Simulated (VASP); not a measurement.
# TaF3 (Pm-3m) in VASP: a series of runs

TaF3 is run at these levels: r2SCAN; tasks: single point.

Program: VASP 6.6.1. These are calculated values, not measurements. Logs are shortened: lines on timing, memory, paths and dates and some standing lists are left out, and cuts for length are marked.

**1. The cell of the first run**

Symmetry: Pm-3m, No. 221, cubic system. The conventional cell has a = 4.167 Å, b = 4.167 Å, c = 4.167 Å, α = 90.00°, β = 90.00°, γ = 90.00°. Within 2.8 Å of Ta (site symmetry m-3m) lie 6 F at 2.08 Å. Within 2.8 Å of F (site symmetry 4/mmm) lie 2 Ta at 2.08 Å.

**2. Single point, r2SCAN**

Contents of POSCAR:

```
TaF3
1.0
    4.1666460000      0.0000000000      0.0000000000
    0.0000000000      4.1666460000      0.0000000000
    0.0000000000      0.0000000000      4.1666460000
Ta F
1 3
Direct
    0.0000000000      0.0000000000      0.0000000000
    0.0000000000      0.5000000000      0.0000000000
    0.5000000000      0.0000000000      0.0000000000
    0.0000000000      0.0000000000      0.5000000000
```

Contents of INCAR.step1:

```
ALGO = Normal
EDIFF = 1E-4
ENCUT = 520
GGA = PE
ISMEAR = 1
LASPH = True
LCHARG = False
LREAL = False
LWAVE = True
NBANDS = 24
NELM = 80
PREC = Accurate
SIGMA = 0.05
```

Contents of INCAR.step2:

```
ALGO = Normal
EDIFF = 1E-6
ENCUT = 520
ISIF = 2
ISMEAR = 1
ISTART = 1
LASPH = True
LCHARG = False
LMIXTAU = True
LREAL = False
LWAVE = False
METAGGA = R2SCAN
NBANDS = 24
NELM = 80
PREC = Accurate
SIGMA = 0.05
```

Contents of KPOINTS:

```
k-points
0
Gamma
  6 6 6
```

Potentials or basis: VASP PAW PBE potentials, release 64 (Ta_pv, F).

On the command line:

```bash
cat potpaw_PBE.64/Ta_pv/POTCAR potpaw_PBE.64/F/POTCAR > POTCAR
cp INCAR.step1 INCAR
mpirun -np 1 vasp_std > vasp.out
cp INCAR.step2 INCAR
mpirun -np 1 vasp_std > vasp.out
```

OUTCAR:

```text
EDIFF = 1E-6
   ENCUT = 520
   ISIF = 2
   ISMEAR = 1
   ISTART = 1
   LASPH = True
   LREAL = False
   METAGGA = R2SCAN
   NELM = 80
   PREC = Accurate

 ion  position               nearest neighbor table
   1  0.000  0.000  0.000-   2 2.08   3 2.08   4 2.08   4 2.08   2 2.08   3 2.08
   2  0.000  0.500  0.000-   1 2.08   1 2.08
   3  0.500  0.000  0.000-   1 2.08   1 2.08
   4  0.000  0.000  0.500-   1 2.08   1 2.08

  LATTYP: Found a simple cubic cell.
 ALAT       =     4.1666460000

  Lattice vectors:

 A1 = (   4.1666460000,   0.0000000000,   0.0000000000)
 A2 = (   0.0000000000,   4.1666460000,   0.0000000000)
 A3 = (   0.0000000000,   0.0000000000,   4.1666460000)

Analysis of symmetry for initial positions (statically):
=====================================================================
 Subroutine PRICEL returns:
 Original cell was already a primitive cell.

 Routine SETGRP: Setting up the symmetry group for a
 simple cubic supercell.

 Subroutine GETGRP returns: Found 48 space group operations
 (whereof 48 operations were pure point group operations)
 out of a pool of 48 trial point group operations.

The static configuration has the point symmetry O_h .

Analysis of symmetry for dynamics (positions and initial velocities):
=====================================================================
 Subroutine PRICEL returns:
 Original cell was already a primitive cell.

 Routine SETGRP: Setting up the symmetry group for a
 simple cubic supercell.

 Subroutine GETGRP returns: Found 48 space group operations
 (whereof 48 operations were pure point group operations)
 out of a pool of 48 trial point group operations.

The dynamic configuration has the point symmetry O_h .

 Subroutine INISYM returns: Found 48 space group operations
 (whereof 48 operations are pure point group operations),
 and found     1 'primitive' translations

----------------------------------------------------------------------------------------

                                     Primitive cell

  volume of cell :      72.3369

  direct lattice vectors                    reciprocal lattice vectors
     4.166646000  0.000000000  0.000000000     0.240001190  0.000000000  0.000000000
     0.000000000  4.166646000  0.000000000     0.000000000  0.240001190  0.000000000
     0.000000000  0.000000000  4.166646000     0.000000000  0.000000000  0.240001190

  length of vectors
     4.166646000  4.166646000  4.166646000     0.240001190  0.240001190  0.240001190

  position of ions in fractional coordinates (direct lattice)
     0.000000000  0.000000000  0.000000000
     0.000000000  0.500000000  0.000000000
     0.500000000  0.000000000  0.000000000
     0.000000000  0.000000000  0.500000000

  ion indices of the primitive-cell ions
   primitive index   ion index
                 1           1
                 2           2
                 3           3
                 4           4

----------------------------------------------------------------------------------------

 KPOINTS: k-points

Automatic generation of k-mesh.
 Grid dimensions read from file:
 generate k-points for:    6    6    6

 Generating k-lattice:

  Cartesian coordinates                     Fractional coordinates (reciprocal lattice)
     0.040000198  0.000000000  0.000000000     0.166666667  0.000000000  0.000000000
     0.000000000  0.040000198  0.000000000     0.000000000  0.166666667  0.000000000
     0.000000000  0.000000000  0.040000198     0.000000000  0.000000000  0.166666667

  Length of vectors
     0.040000198  0.040000198  0.040000198

  Shift w.r.t. Gamma in fractional coordinates (k-lattice)
     0.000000000  0.000000000  0.000000000

 Subroutine IBZKPT returns following result:
 ===========================================

 Found     20 irreducible k-points:

 Following reciprocal coordinates:
            Coordinates               Weight
  0.000000  0.000000  0.000000      1.000000
  0.166667  0.000000  0.000000      6.000000
  0.333333  0.000000  0.000000      6.000000
  0.500000  0.000000  0.000000      3.000000
  0.166667  0.166667  0.000000     12.000000
  0.333333  0.166667  0.000000     24.000000
[... 12 lines left out ...]
  0.500000  0.500000  0.333333      6.000000
  0.500000  0.500000  0.500000      1.000000
   k-points           NKPTS =     20   k-points in BZ     NKDIM =     20   number of bands    NBANDS=     24
   number of dos      NEDOS =    301   number of ions     NIONS =      4
   total plane-waves  NPLWV =  32768
   dimension x,y,z NGX =    32 NGY =   32 NGZ =   32
   dimension x,y,z NGXF=    64 NGYF=   64 NGZF=   64
   ions per type =               1   3
   NGX,Y,Z   is equivalent  to a cutoff of  12.77, 12.77, 12.77 a.u.
   NGXF,Y,Z  is equivalent  to a cutoff of  25.54, 25.54, 25.54 a.u.
 SYSTEM =  unknown system
   PREC   = accura    normal or accurate (medium, high low for compatibility)
   ISTART =      1    job   : 0-new  1-cont  2-samecut
   ICHARG =      0    charge: 1-file 2-atom 10-const
   ISPIN  =      1    spin polarized calculation?
   LNONCOLLINEAR =      F non collinear calculations
   LSORBIT =      F    spin-orbit coupling
   LASPH  =      T    aspherical Exc in radial PAW
   ENCUT  =  520.0 eV  38.22 Ry    6.18 a.u.   7.75  7.75  7.75*2*pi/ulx,y,z
   NELM   =     80;   NELMIN=  2; NELMDL=  0     # of ELM steps
   EDIFF  = 0.1E-05   stopping-criterion for ELM
   LREAL  =      F    real-space projection
   EDIFFG = 0.1E-04   stopping-criterion for IOM
   NSW    =      0    number of steps for IOM
   IBRION =     -1    ionic relax: 0-MD 1-quasi-New 2-CG
   NFREE  =      0    steps in history (QN), initial steepest desc. (CG)
   ISIF   =      2    stress and relaxation
   ISYM   =      2    0-nonsym 1-usesym 2-fastsym
   POTIM  = 0.5000    time-step for ionic-motion
   TEBEG  =    0.0;   TEEND  =   0.0 temperature during run
   PSTRESS=    0.0 pullay stress
   NELECT =      32.0000    total number of electrons
   NUPDOWN=      -1.0000    fix difference up-down
   EMIN   =  10.00;   EMAX   =-10.00  energy-range for DOS
   EFERMI =   0.00;   METHOD = LEGACY
   ISMEAR =     1;   SIGMA  =   0.05  broadening in eV -4-tet -1-fermi 0-gaus
   EFERMI_NEDOS =   21; number of points for ismear=-14 and -15
   IALGO  =     38    algorithm
   IMIX   =      4    mixing-type and parameters
     AMIX     =   0.40;   BMIX     =  1.00
     AMIX_MAG =   1.60;   BMIX_MAG =  1.00
  volume/ion in A,a.u.               =      18.08       122.04
  Fermi-wavevector in a.u.,A,eV,Ry     =   1.247398  2.357240 21.170674  1.556001
  Thomas-Fermi vector in A             =   2.381532
   LORBIT       =      0    0 simple, 1 ext, 2 COOP (PROOUT), +10 PAW based schemes
   METAGGA = R2SCAN    functional components
   LHFCALC =     F    Hartree Fock is set to
   AEXX    =    0.0000 exact exchange contribution
   IVDW    =     0    specifies the selected vdW correction
   LEPSILON=     F    determine dielectric tensor
   LRPA    =     F    only Hartree local field effects (RPA)
 non-spin polarized calculation
 Methfessel and Paxton  Order N= 1 SIGMA  =   0.05
  energy-cutoff  :      520.00
  volume of cell :       72.34
 maximum number of plane-waves:      1980
 NGX is ok and might be reduce to    32
   NGX = 15   NGY = 15   NGZ = 15

 number of electron      31.9999996 magnetization

 Free energy of the ion-electron system (eV)
  ---------------------------------------------------
  ext. energy  EPLUGINS =         0.00000000
  ---------------------------------------------------
  free energy    TOTEN  =       -68.05224144 eV

  energy without entropy =      -68.05047243  energy(sigma->0) =      -68.05165177

 E-fermi :   2.9310     XC(G=0):  -8.5894

 val. band max:        2.9140674627   @ k =   0.3333   0.3333   0.0000
 cond. band min:       2.9353725680   @ k =   0.3333   0.3333   0.0000
 fundamental gap:      0.0213051052
 Fermi energy:         2.9310436799

 k-point     1 :       0.0000    0.0000    0.0000
  band No.  band energies     occupation
      1     -35.3353      2.00000
      2     -35.3353      2.00000
      3     -35.3353      2.00000
      4     -26.1161      2.00000
      5     -25.8622      2.00000
      6     -25.8622      2.00000
[... 16 lines left out ...]
     23      11.8686      0.00000
     24      11.9872      0.00000

 k-point     2 :       0.1667    0.0000    0.0000
  band No.  band energies     occupation
      1     -35.3742      2.00000
      2     -35.3348      2.00000
      3     -35.3348      2.00000
      4     -26.0711      2.00000
      5     -25.8619      2.00000
      6     -25.7644      2.00000
[... 16 lines left out ...]
     23      11.3742      0.00000
     24      11.8757      0.00000

 k-point     3 :       0.3333    0.0000    0.0000
  band No.  band energies     occupation
      1     -35.4501      2.00000
      2     -35.3338      2.00000
      3     -35.3338      2.00000
      4     -26.0359      2.00000
      5     -25.8604      2.00000
      6     -25.5087      2.00000
[... 16 lines left out ...]
     23      11.7948      0.00000
     24      12.0495      0.00000

 k-point     4 :       0.5000    0.0000    0.0000
  band No.  band energies     occupation
      1     -35.4871      2.00000
      2     -35.3333      2.00000
      3     -35.3333      2.00000
      4     -26.0275      2.00000
      5     -25.8599      2.00000
      6     -25.3675      2.00000
[... 16 lines left out ...]
     23      11.8381      0.00000
     24      12.5803      0.00000

 k-point     5 :       0.1667    0.1667    0.0000
  band No.  band energies     occupation
      1     -35.3739      2.00000
      2     -35.3736      2.00000
      3     -35.3343      2.00000
      4     -26.0181      2.00000
      5     -25.7961      2.00000
      6     -25.7400      2.00000
[... 343 lines left out ...]
 k-point    18 :       0.5000    0.3333    0.3333
  band No.  band energies     occupation
      1     -35.4837      2.00000
      2     -35.4464      2.00000
      3     -35.4461      2.00000
      4     -25.5327      2.00000
      5     -25.4880      2.00000
      6     -25.3627      2.00000
[... 16 lines left out ...]
     23       9.6006      0.00000
     24      11.1942      0.00000

 k-point    19 :       0.5000    0.5000    0.3333
  band No.  band energies     occupation
      1     -35.4832      2.00000
      2     -35.4832      2.00000
      3     -35.4457      2.00000
      4     -25.5096      2.00000
      5     -25.3619      2.00000
      6     -25.3619      2.00000
[... 16 lines left out ...]
     23       9.3788      0.00000
     24      10.0779      0.00000

 k-point    20 :       0.5000    0.5000    0.5000
  band No.  band energies     occupation
      1     -35.4826      2.00000
      2     -35.4826      2.00000
      3     -35.4826      2.00000
      4     -25.3608      2.00000
      5     -25.3608      2.00000
      6     -25.3608      2.00000
[... 16 lines left out ...]
     23      10.4661      0.00000
     24      10.4661      0.00000

------------------------ aborting loop because EDIFF is reached ----------------------------------------

  FORCE on cell =-STRESS in cart. coord.  units (eV):
  Direction    XX          YY          ZZ          XY          YZ          ZX
  --------------------------------------------------------------------------------------
  -------------------------------------------------------------------------------------
  Total       -2.4508261     -2.4508261     -2.4508261      0.0000000     -0.0000000      0.0000000
  in kB      -54.2829281    -54.2829281    -54.2829281      0.0000000     -0.0000000      0.0000000
  external PRESSURE =     -54.2829281 kB  Pullay stress =       0.0000000 kB

 VOLUME and BASIS-vectors are now :
 -----------------------------------------------------------------------------
  energy-cutoff  :      520.00
  volume of cell :       72.34
      direct lattice vectors                 reciprocal lattice vectors
     4.166646000  0.000000000  0.000000000     0.240001190  0.000000000  0.000000000
     0.000000000  4.166646000  0.000000000     0.000000000  0.240001190  0.000000000
     0.000000000  0.000000000  4.166646000     0.000000000  0.000000000  0.240001190

 POSITION                                       TOTAL-FORCE (eV/Angst)
 -----------------------------------------------------------------------------------
      0.00000      0.00000      0.00000         0.000000      0.000000      0.000000
      0.00000      2.08332      0.00000         0.000000      0.000000      0.000000
      2.08332      0.00000      0.00000         0.000000      0.000000      0.000000
      0.00000      0.00000      2.08332         0.000000      0.000000      0.000000
 -----------------------------------------------------------------------------------
    total drift:                                0.000000      0.000000     -0.000000

  FREE ENERGIE OF THE ION-ELECTRON SYSTEM (eV)
  ---------------------------------------------------
  free  energy   TOTEN  =       -68.0522414361 eV

  energy  without entropy=      -68.0504724268  energy(sigma->0) =      -68.05165177
```

Run time: 91 s. Hardware: 1 thread of AMD EPYC 7R43 (Zen 3), shared host; peak memory 0.16 GiB.

Results:

```yaml
Free_energy: -68.0522 eV
Pressure: -5.4 GPa
Band_gap_on_the_k_mesh: zero (band 16 reaches 4.13 eV, above the bottom of band 17 at 2.07 eV)
```

Caveat: the PAW data sets were made with another functional, which shifts forces and pressure a little; spin-orbit coupling is left out, which moves the levels of the heavy elements.

**3. Single point, r2SCAN**

POSCAR is that of step 2.

Contents of INCAR.step1:

```
SYSTEM = TaF3
ALGO = Normal
EDIFF = 1E-4
ENCUT = 520
GGA = PE
ISMEAR = 1
LASPH = .True.
LCHARG = .False.
LREAL = .False.
LWAVE = .True.
NBANDS = 24
NELM = 60
PREC = Accurate
SIGMA = 0.05
```

Contents of INCAR.step2:

```
SYSTEM = TaF3
ALGO = Normal
EDIFF = 1E-6
ENCUT = 520
ISIF = 2
ISMEAR = 1
ISTART = 1
LASPH = .True.
LCHARG = .True.
LELF = .True.
LMIXTAU = .True.
LREAL = .False.
LVHAR = .True.
LWAVE = .False.
METAGGA = R2SCAN
NBANDS = 24
NELM = 60
PREC = Accurate
SIGMA = 0.05
```

Contents of KPOINTS:

```
k-points
0
Gamma
  6 6 6
  0 0 0
```

Potentials or basis: VASP PAW PBE potentials, release 64 (Ta_pv, F).

On the command line:

```bash
cat potpaw_PBE.64/Ta_pv/POTCAR potpaw_PBE.64/F/POTCAR > POTCAR
cp INCAR.step1 INCAR
mpirun -np 1 vasp_std > vasp.out
cp INCAR.step2 INCAR
mpirun -np 1 vasp_std > vasp.out
```

Wall time 87 s (1 thread of AMD EPYC 7R43 (Zen 3), shared host); peak memory 0.16 GiB.

The run converged. Its results:

* Free energy: -68.0522 eV
* Pressure: -5.4 GPa
* Band gap on the k mesh: zero (band 16 reaches 4.13 eV, above the bottom of band 17 at 2.07 eV)

Levels at points of the mesh, in eV from the Fermi level:
| k point | band 12 | band 13 | band 14 | band 15 | band 16 | band 17 | band 18 | band 19 | band 20 | band 21 |
| --- | --- | --- | --- | --- | --- | --- | --- | --- | --- | --- |
| (0.00, 0.00, 0.00) | -8.44 | -8.39 | -8.39 | -8.39 | -0.87 | -0.87 | -0.87 | 0.13 | 1.91 | 1.91 |
| (0.50, 0.00, 0.00) | -8.89 | -8.47 | -8.41 | -8.41 | -0.81 | 0.23 | 0.23 | 1.98 | 1.99 | 3.00 |
| (0.50, 0.50, 0.00) | -8.93 | -8.67 | -8.67 | -7.90 | 0.29 | 0.29 | 1.07 | 2.38 | 5.15 | 5.38 |
| (0.50, 0.50, 0.50) | -9.92 | -7.90 | -7.90 | -7.90 | 1.20 | 1.20 | 1.20 | 4.62 | 5.78 | 5.78 |

Caveat: the PAW data sets were made with another functional, which shifts forces and pressure a little; spin-orbit coupling is left out, which moves the levels of the heavy elements.
